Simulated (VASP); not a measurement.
Wanted: the native input for a VASP 6.6.1 run.

```
Task                   : single point
Functional             : PBEsol
Potentials or basis    : VASP PAW PBE potentials, release 64 (K_sv, Ta_pv, O)
Cutoff                 : 520 eV
k mesh                 : 8 × 8 × 8
Occupations            : gaussian, width 0.05 eV
Spin                   : no spin polarisation
Dipole correction      : no
Further INCAR settings : ALGO = Normal; EDIFF = 1e-07; NBANDS = 27
```

The structure of KTaO3 lies in POSCAR:

```
KTaO3
1.0
    3.9853580911      0.0000000000      0.0000000000
    0.0000000000      3.9853580911      0.0000000000
    0.0000000000      0.0000000000      3.7661633961
K Ta O
1 1 3
Direct
    0.5000000000      0.5000000000      0.5000000000
    0.0000000000      0.0000000000      0.0000000000
    0.5000000000      0.0000000000      0.0000000000
    0.0000000000      0.5000000000      0.0000000000
    0.0000000000      0.0000000000      0.5000000000
```

This cell differs from its parent crystal: normal strain along x +0.0000, normal strain along z -0.0550.

These files were run (other wordings do the same):

INCAR

```
SYSTEM = KTaO3
PREC     = Accurate       ! precision mode
ENCUT    = 520            ! plane-wave cutoff, eV
EDIFF    = 1E-7           ! SCF threshold, eV
ISMEAR   = 0              ! smearing method
SIGMA    = 0.05           ! smearing width, eV
LREAL    = .False.        ! projectors in reciprocal space
LASPH    = .True.         ! aspherical terms in the spheres
NELM     = 100            ! most SCF steps
ALGO     = Normal         ! electronic algorithm
ISIF     = 2              ! what is computed and relaxed
LWAVE    = .False.        ! write WAVECAR
LCHARG   = .True.         ! write CHGCAR
GGA      = PS             ! functional
LELF     = .True.         ! ELF
LVHAR    = .True.       
NBANDS   = 27             ! bands
```

KPOINTS

```
Automatic mesh
0
Gamma
  8 8 8
  0 0 0
```

Potentials or basis: VASP PAW PBE potentials, release 64 (K_sv, Ta_pv, O).

Run with:

```sh
$ cat potpaw_PBE.64/K_sv/POTCAR potpaw_PBE.64/Ta_pv/POTCAR potpaw_PBE.64/O/POTCAR > POTCAR
$ mpirun -np 1 vasp_std > vasp.out
```

Results of the run:

| Item | Value |
| --- | --- |
| Pressure | 15.5 GPa |
| Band gap on the k mesh | 2.09 eV, indirect (least direct gap 2.63 eV) |

Caveat: the cell differs from its parent crystal (normal strain along x +0.0000, normal strain along z -0.0550); the PAW data sets were made with another functional, which shifts forces and pressure a little; spin-orbit coupling is left out, which moves the levels of the heavy elements.

Wall time 84 s on 1 thread of Intel Xeon 6975P-C (shared host), peak memory 0.25 GiB.
